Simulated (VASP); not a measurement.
Set up this calculation in VASP 6.6.1, as the native input.

```yaml
Task: single point
Functional: PBE
Potentials_or_basis: VASP PAW PBE potentials, release 64 (Hf_pv, N)
Cutoff: 520 eV
k_mesh: 9 × 9 × 9
Occupations: methfessel-paxton, width 0.1 eV
Spin: no spin polarisation
Dipole_correction: no
Further_INCAR_settings: ALGO = Normal; EDIFF = 1e-06; NBANDS = 14
```

The structure of HfN lies in POSCAR:

```
HfN
1.0
    0.0000000000      2.2709408328      2.2709408328
    2.2709408328      0.0000000000      2.2709408328
    2.2709408328      2.2709408328      0.0000000000
Hf N
1 1
Direct
    0.0000000000      0.0000000000      0.0000000000
    0.5000000000      0.5000000000      0.5000000000
```

The input as run:

INCAR

```
SYSTEM = HfN
ALGO = Normal ; EDIFF = 1E-6
ENCUT = 520 ; GGA = PE
ISIF = 2 ; ISMEAR = 1
LASPH = .TRUE. ; LCHARG = .FALSE.
LREAL = .FALSE. ; LWAVE = .FALSE.
NBANDS = 14 ; NELM = 100
PREC = Accurate ; SIGMA = 0.1
```

KPOINTS

```
k-points
0
G
  9 9 9
  0 0 0
```

Potentials or basis: VASP PAW PBE potentials, release 64 (Hf_pv, N).

Run with:

```bash
$ cat potpaw_PBE.64/Hf_pv/POTCAR potpaw_PBE.64/N/POTCAR > POTCAR
$ mpirun -np 1 vasp_std > vasp.out
```

Results of the run:

```yaml
Pressure: -1.3 GPa
```

Wall time 8.6 s on 1 thread of AMD EPYC 7R13 Processor (Zen 3), on a shared host, peak memory 0.11 GiB.
